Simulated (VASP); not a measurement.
**Sc: relaxation of cell and atoms with PBEsol**

The system is Sc.

```
Sc
1.0
     3.30900    0.00000    0.00000
    -1.65450    2.86568    0.00000
     0.00000    0.00000    5.27330
Sc
2
Cartesian
  1.6545 0.9552 3.9550
  0.0000 1.9105 1.3183
```

```
Program                : VASP 6.6.1
Task                   : relaxation of cell and atoms
Functional             : PBEsol
Potentials or basis    : VASP PAW PBE potentials, release 64 (Sc_sv)
Cutoff                 : 600 eV
k mesh                 : 9 × 9 × 5
Occupations            : fermi-dirac, width 0.05 eV
Spin                   : no spin polarisation
Target pressure        : 20 GPa
Dipole correction      : no
Further INCAR settings : ALGO = Normal; EDIFF = 1e-06; IBRION = 2; EDIFFG = -0.01; NSW = 80; ISIF = 3
```

* Relaxed volume: 18.63 Å³/atom
* Relaxed cell: a = 3.028 Å, b = 3.028 Å, c = 4.693 Å, α = 90.00°, β = 90.00°, γ = 120.00°
* Space group after relaxing (to 0.1 Å): P6_3/mmc (No. 194)
* Energy change on relaxing (the run minimises the enthalpy): +256.2 meV/atom
* Ionic steps: 9
* Pressure after relaxing: 20.0 GPa
* Band gap on the k mesh: zero (bands 11 and 12 overlap by 2.24 eV)

Step by step:
| step | energy change (eV) | largest force (eV/Å) | pressure (GPa) | volume (Å³) |
| --- | --- | --- | --- | --- |
| 1 | 0.0000 | 0.0000 | -2.77 | 50.00 |
| 2 | 2.5757 | 0.0000 | 60.99 | 28.44 |
| 3 | 0.4673 | 0.0000 | 18.71 | 37.66 |
| 4 | 0.5168 | 0.0000 | 19.90 | 37.25 |
| 5 | 0.5458 | 0.0000 | 20.58 | 37.02 |
| 6 | 0.5023 | 0.0000 | 19.68 | 37.35 |
| 7 | 0.4902 | 0.0000 | 19.41 | 37.44 |
| 8 | 0.5147 | 0.0000 | 20.02 | 37.24 |
| 9 | 0.5123 | 0.0000 | 19.97 | 37.26 |

Final structure:
```
Sc
1.0
     3.02757    0.00000    0.00000
    -1.51379    2.62195    0.00000
     0.00000    0.00000    4.69344
Sc
2
Direct
  0.66667 0.33333 0.75000
  0.33333 0.66667 0.25000
```

Levels at points of the mesh, in eV from the Fermi level:
| k point | band 8 | band 9 | band 10 | band 11 | band 12 | band 13 | band 14 | band 15 |
| --- | --- | --- | --- | --- | --- | --- | --- | --- |
| (0.00, 0.00, 0.00) | -26.71 | -5.51 | -2.07 | 1.60 | 1.89 | 1.89 | 2.32 | 2.57 |

It took 88 s on 1 thread of Intel(R) Xeon(R) 6975P-C (Granite Rapids) (shared host), peak memory 0.21 GiB.

Caveat: the cell is relaxed towards a set pressure, so the run minimises the enthalpy, not the energy; the volume moved by over 15 % at a fixed basis, so the end points are rough; the PAW data sets were made with another functional, which shifts forces and pressure a little.
